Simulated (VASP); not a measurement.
# ZnO (Fm-3m) in VASP: a series of runs, part 2 of 2

VASP 6.6.1. The steps go on from the part before.

### Step 4. Elastic constants, PBE

Input file INCAR:

```
  PREC = Accurate
  ENCUT = 600
  EDIFF = 1E-8
  ISMEAR = 0
  SIGMA = 0.01
  LREAL = F
  LASPH = T
  NELM = 100
  ALGO = Normal
  ISIF = 3
  LWAVE = F
  LCHARG = F
  GGA = PE
  IBRION = 6
  NFREE = 2
  POTIM = 0.015
  NSW = 1
```

Input file KPOINTS:

```
Automatic mesh
0
Gamma
  12 12 12
```

Input file POSCAR:

```
ZnO
1.0
    0.0000000000      2.1649976700      2.1649976700
    2.1649976700      0.0000000000      2.1649976700
    2.1649976700      2.1649976700      0.0000000000
Zn O
1 1
Direct
    0.5000000000      0.5000000000      0.5000000000
    0.0000000000      0.0000000000      0.0000000000
```

Potentials or basis: VASP PAW PBE potentials, release 64 (Zn, O).

The run is started by

```sh
$ cat potpaw_PBE.64/Zn/POTCAR potpaw_PBE.64/O/POTCAR > POTCAR
$ mpirun -np 1 vasp_std > vasp.out
```

OUTCAR:

```text
PREC = Accurate
   ENCUT = 600
   EDIFF = 1E-8
   ISMEAR = 0
   LREAL = F
   LASPH = T
   NELM = 100
   ISIF = 3
   GGA = PE
   IBRION = 6
   NFREE = 2
   POTIM = 0.015
   NSW = 1

 ion  position               nearest neighbor table
   1  0.500  0.500  0.500-   2 2.16   2 2.16   2 2.16   2 2.16   2 2.16   2 2.16
   2  0.000  0.000  0.000-   1 2.16   1 2.16   1 2.16   1 2.16   1 2.16   1 2.16

  LATTYP: Found a face centered cubic cell.
 ALAT       =     4.3299953400

  Lattice vectors:

 A1 = (   0.0000000000,   2.1649976700,   2.1649976700)
 A2 = (   2.1649976700,   0.0000000000,   2.1649976700)
 A3 = (   2.1649976700,   2.1649976700,   0.0000000000)

Analysis of symmetry for initial positions (statically):
=====================================================================
 Subroutine PRICEL returns:
 Original cell was already a primitive cell.

 Routine SETGRP: Setting up the symmetry group for a
 face centered cubic supercell.

 Subroutine GETGRP returns: Found 48 space group operations
 (whereof 48 operations were pure point group operations)
 out of a pool of 48 trial point group operations.

The static configuration has the point symmetry O_h .

Analysis of symmetry for dynamics (positions and initial velocities):
=====================================================================
 Subroutine PRICEL returns:
 Original cell was already a primitive cell.

 Routine SETGRP: Setting up the symmetry group for a
 face centered cubic supercell.

 Subroutine GETGRP returns: Found 48 space group operations
 (whereof 48 operations were pure point group operations)
 out of a pool of 48 trial point group operations.

The dynamic configuration has the point symmetry O_h .

 Subroutine INISYM returns: Found 48 space group operations
 (whereof 48 operations are pure point group operations),
 and found     1 'primitive' translations

----------------------------------------------------------------------------------------

                                     Primitive cell

  volume of cell :      20.2956

  direct lattice vectors                    reciprocal lattice vectors
     0.000000000  2.164997670  2.164997670    -0.230947131  0.230947131  0.230947131
     2.164997670  0.000000000  2.164997670     0.230947131 -0.230947131  0.230947131
     2.164997670  2.164997670  0.000000000     0.230947131  0.230947131 -0.230947131

  length of vectors
     3.061769067  3.061769067  3.061769067     0.400012164  0.400012164  0.400012164

  position of ions in fractional coordinates (direct lattice)
     0.500000000  0.500000000  0.500000000
     0.000000000  0.000000000  0.000000000

  ion indices of the primitive-cell ions
   primitive index   ion index
                 1           1
                 2           2

----------------------------------------------------------------------------------------
[... 300 lines left out ...]

 number of electron      18.0000013 magnetization

 Free energy of the ion-electron system (eV)
  ---------------------------------------------------
  ext. energy  EPLUGINS =         0.00000000
  ---------------------------------------------------
  free energy    TOTEN  =        -8.63376506 eV

  energy without entropy =       -8.63376506  energy(sigma->0) =       -8.63376506

 E-fermi :   2.4214     XC(G=0): -12.0968

 val. band max:        2.3756852584   @ k =   0.5000   0.0000   0.0000
 cond. band min:       3.0989271991   @ k =   0.0000   0.0000   0.0000
 fundamental gap:      0.7232419407
 Fermi energy:         2.4213757675

 k-point     1 :       0.0000    0.0000    0.0000
  band No.  band energies     occupation
      1     -15.9030      2.00000
      2      -2.4245      2.00000
      3      -2.4245      2.00000
      4      -2.4240      2.00000
      5      -2.2259      2.00000
      6      -2.2243      2.00000
      7       1.1369      2.00000
      8       1.1369      2.00000
      9       1.1376      2.00000
     10       3.0989      0.00000
     11      20.1475      0.00000
     12      20.1475      0.00000
     13      20.1509      0.00000
[... 354 lines left out ...]
  band No.  band energies     occupation
      1     -14.5834      2.00000
      2      -4.3018      2.00000
      3      -3.1841      2.00000
      4      -3.1709      2.00000
      5      -2.0465      2.00000
      6      -2.0418      2.00000
      7      -1.1983      2.00000
      8       1.0795      2.00000
      9       2.0926      2.00000
     10       9.1423      0.00000
     11      10.4667      0.00000
     12      13.6809      0.00000
     13      15.5068      0.00000

 [... further k-points ...]
[... 5 lines left out ...]
  --------------------------------------------------------------------------------------
  -------------------------------------------------------------------------------------
  Total        0.0991694      0.0914375      0.0914375      0.0000000      0.0000000      0.0000000
  in kB        7.8286335      7.2182638      7.2182638      0.0000000      0.0000000      0.0000000
  external PRESSURE =       7.4217204 kB  Pullay stress =       0.0000000 kB
[... 17 lines left out ...]
  FREE ENERGIE OF THE ION-ELECTRON SYSTEM (eV)
  ---------------------------------------------------
  free  energy   TOTEN  =        -8.6337650562 eV

  energy  without entropy=       -8.6337650562  energy(sigma->0) =       -8.63376506

 INTERNAL STRAIN TENSORS FROM STRAINED CELLS
 ============================================

 INTERNAL STRAIN TENSOR FOR ION    1 for displacements in x,y,z  (eV/Angst):
          X           Y           Z          XY          YZ          ZX
  --------------------------------------------------------------------------------
  x     0.00000     0.00000     0.00000    -0.00000    -0.00000    -0.00000
  y    -0.00000    -0.00000    -0.00000    -0.00000     0.00000     0.00000
  z     0.00000     0.00000    -0.00000     0.00000     0.00000     0.00000

 INTERNAL STRAIN TENSORS FROM DISPLACED ATOMS
 ============================================

 INTERNAL STRAIN TENSOR FOR ION    1 for displacements in x,y,z  (eV/Angst):
          X           Y           Z          XY          YZ          ZX
  --------------------------------------------------------------------------------
  x     0.00000     0.00000     0.00000     0.00000     0.00000     0.00000
  y     0.00000     0.00000     0.00000     0.00000     0.00000     0.00000
  z     0.00000     0.00000     0.00000     0.00000     0.00000     0.00000

 INTERNAL STRAIN TENSOR FOR ION    2 for displacements in x,y,z  (eV/Angst):
          X           Y           Z          XY          YZ          ZX
  --------------------------------------------------------------------------------
  x     0.00000     0.00000     0.00000     0.00000     0.00000     0.00000
  y     0.00000     0.00000     0.00000     0.00000     0.00000     0.00000
  z     0.00000     0.00000     0.00000     0.00000     0.00000     0.00000

 Eigenvectors and eigenvalues of the dynamical matrix
 ----------------------------------------------------

   1 f  =    6.497648 THz    40.825928 2PiTHz  216.738217 cm-1    26.872102 meV
             X         Y         Z           dx          dy          dz
      2.164998  2.164998  2.164998    -0.447268    0.000000    0.000000
      0.000000  0.000000  0.000000     0.894400    0.000000    0.000000
[... 21 lines left out ...]
   6 f/i=    0.028228 THz     0.177364 2PiTHz    0.941595 cm-1     0.116743 meV
             X         Y         Z           dx          dy          dz
      2.164998  2.164998  2.164998     0.000000    0.000000    0.894400
      0.000000  0.000000  0.000000     0.000000    0.000000    0.447268

--------------------------------------------------------------------------------------------------------

 ELASTIC MODULI CONTR FROM IONIC RELAXATION (kBar)
 Direction    XX          YY          ZZ          XY          YZ          ZX
 --------------------------------------------------------------------------------
 XX           0.0000      0.0000      0.0000      0.0000      0.0000      0.0000
 YY           0.0000      0.0000      0.0000      0.0000      0.0000      0.0000
 ZZ           0.0000      0.0000      0.0000      0.0000      0.0000      0.0000
 XY           0.0000      0.0000      0.0000      0.0000      0.0000      0.0000
 YZ           0.0000      0.0000      0.0000      0.0000      0.0000      0.0000
 ZX           0.0000      0.0000      0.0000      0.0000      0.0000      0.0000
 --------------------------------------------------------------------------------

 TOTAL ELASTIC MODULI (kBar)
 Direction    XX          YY          ZZ          XY          YZ          ZX
 --------------------------------------------------------------------------------
 XX        2259.7388   1395.0399   1395.0399      0.0000     -0.0000      0.0000
 YY        1395.0399   2259.7388   1395.0399     -0.0000      0.0000      0.0000
 ZZ        1395.0399   1395.0399   2259.7388     -0.0000     -0.0000     -0.0000
 XY           0.0000     -0.0000     -0.0000    817.6950      0.0000      0.0000
 YZ          -0.0000      0.0000     -0.0000      0.0000    817.6950      0.0000
 ZX           0.0000      0.0000     -0.0000      0.0000      0.0000    817.6950
 --------------------------------------------------------------------------------
```

OSZICAR:

```text
N       E                     dE             d eps       ncg     rms          rms(c)
DAV:   1     0.917791694771E+02    0.91779E+02   -0.10464E+04  1909   0.227E+03
DAV:   2    -0.488412049841E+01   -0.96663E+02   -0.89578E+02  2072   0.333E+02
DAV:   3    -0.100987206850E+02   -0.52146E+01   -0.51808E+01  2082   0.793E+01
DAV:   4    -0.101296196073E+02   -0.30899E-01   -0.30892E-01  2087   0.598E+00
[... 196 lines left out ...]
DAV:   5    -0.863376539392E+01   -0.21148E-05   -0.27385E-05  4313   0.467E-02    0.126E-02
DAV:   6    -0.863376513912E+01    0.25480E-06   -0.11362E-06  4790   0.169E-02    0.350E-03
DAV:   7    -0.863376504158E+01    0.97539E-07   -0.98808E-07  5541   0.189E-02    0.117E-03
DAV:   8    -0.863376505584E+01   -0.14265E-07   -0.12342E-07  4298   0.376E-03    0.468E-04
DAV:   9    -0.863376505618E+01   -0.33560E-09   -0.50558E-09  2234   0.132E-03
  17 F= -.86337651E+01 E0= -.86337651E+01  d E =-.204655E-13
```

stdout:

```text
POSCAR found type information on POSCAR ZnO
 POSCAR found :  2 types and       2 ions
 scaLAPACK will be used
 LDA part: xc-table for (Slater+PW92), standard interpolation
 POSCAR, INCAR and KPOINTS ok, starting setup
 FFT: planning ... GRIDC
 FFT: planning ... GRID_SOFT
 FFT: planning ... GRID
 WAVECAR not read
 entering main loop
 Found     2 degrees of freedom:
 Adding 6 more for cell shape distortion
 Finite differences POTIM= 0.01500 DOF=   8
 bond charge predicted
 Finite differences progress:
 bond charge predicted
 Finite differences progress:
 bond charge predicted
 Finite differences progress:
 bond charge predicted
 Finite differences progress:
 bond charge predicted
 Finite differences progress:
 bond charge predicted
 Finite differences progress:
 bond charge predicted
 Finite differences progress:
 bond charge predicted
 Finite differences progress:
 bond charge predicted
 Finite differences progress:
 bond charge predicted
 Finite differences progress:
 bond charge predicted
 Finite differences progress:
 bond charge predicted
 Finite differences progress:
 bond charge predicted
 Finite differences progress:
 bond charge predicted
 Finite differences progress:
 bond charge predicted
 Finite differences progress:
 bond charge predicted
 Finite differences progress:
```

Run time: 7.5 min. Hardware: 1 thread of AMD EPYC 9R45 (Zen 5), shared host; peak memory 0.35 GiB.

Results:

```yaml
Elastic_constants_C11_C12_C44: 226, 140, 82 GPa
Voigt_bulk_modulus: 168 GPa
Highest_phonon_frequency_at_Γ_LO-TO_splitting_left_out: 217 cm⁻¹
```

Phonon frequencies in cm⁻¹ (negative: imaginary):
```
              q point           frequencies
(0.000, 0.000, 0.000)  -1 -1 -1 217 217 217
```

Elastic tensor in Voigt notation (GPa, in the Cartesian axes of the cell as first typed):
```
226 140 140   0   0   0
140 226 140   0   0   0
140 140 226   0   0   0
  0   0   0  82   0   0
  0   0   0   0  82   0
  0   0   0   0   0  82
```

Clamped-ion elastic tensor (GPa):
```
226 140 140   0   0   0
140 226 140   0   0   0
140 140 226   0   0   0
  0   0   0  82   0   0
  0   0   0   0  82   0
  0   0   0   0   0  82
```
